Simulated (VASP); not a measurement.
Wanted: the native input for a VASP 6.6.1 run.

```
Task                   : electric field gradients
Functional             : PBE
Potentials or basis    : VASP PAW PBE potentials, release 64 (V_sv, O)
Cutoff                 : 520 eV
k mesh                 : 7 × 7 × 11
Occupations            : fermi-dirac, width 0.02 eV
Spin                   : collinear spin, ferromagnetic start
Starting moments       : [1.0, 1.0, 0.0, 0.0, 0.0, 0.0] μB
Dipole correction      : no
Further INCAR settings : ALGO = Normal; EDIFF = 1e-08; NBANDS = 38
```

The structure of VO2 lies in POSCAR:

```
VO2
1.0
    4.5546000000      0.0000000000      0.0000000000
    0.0000000000      4.5546000000      0.0000000000
    0.0000000000      0.0000000000      2.8528000000
V O
2 4
Direct
    0.0000000000      0.0000000000      0.0000000000
    0.5000000000      0.5000000000      0.5000000000
    0.3001000000      0.3001000000      0.0000000000
    0.1999000000      0.8001000000      0.5000000000
    0.6999000000      0.6999000000      0.0000000000
    0.8001000000      0.1999000000      0.5000000000
```

One way to write it, as run:

INCAR

```
SYSTEM = VO2
  PREC = Accurate
  ENCUT = 520
  EDIFF = 1E-8
  ISMEAR = -1
  SIGMA = 0.02
  LREAL = .False.
  LASPH = .True.
  NELM = 200
  ALGO = Normal
  ISIF = 2
  LWAVE = .False.
  LCHARG = .False.
  ISPIN = 2
  MAGMOM = 1 1 0 0 0 0
  LORBIT = 11
  LMAXMIX = 4
  GGA = PE
  LEFG = .True.
  NBANDS = 38
  GGA_COMPAT = .False.
```

KPOINTS

```
regular mesh
0
Gamma
  7 7 11
  0 0 0
```

Potentials or basis: VASP PAW PBE potentials, release 64 (V_sv, O).

Run with:

```console
$ cat potpaw_PBE.64/V_sv/POTCAR potpaw_PBE.64/O/POTCAR > POTCAR
$ mpirun -np 1 vasp_std > vasp.out
```

It gave:

```
Pressure                                              : 2.6 GPa
Largest force                                         : 0.068 eV/Å
Band gap on the k mesh                                : zero (filled and empty bands overlap)
Net moment                                            : 2.00 μB per cell
Site moments                                          : V +1.05; O -0.05 μB
Largest electric field gradient by atom               : V -7.0; O -27.4 V/Å²
Valence electrons inside the program's atomic spheres : V 11.53; O 5.05
```

Caveat: without QUAD_EFG the Cq values of the log hold for a quadrupole moment of 1 mb, not for the nuclei; semilocal functionals often make such compounds metallic where correlation or magnetic order opens a gap, which also shifts bond lengths.

Wall time 4.6 min on 1 thread of Intel(R) Xeon(R) Platinum 8375C CPU @ 2.90GHz (Ice Lake) (shared host), peak memory 0.32 GiB.
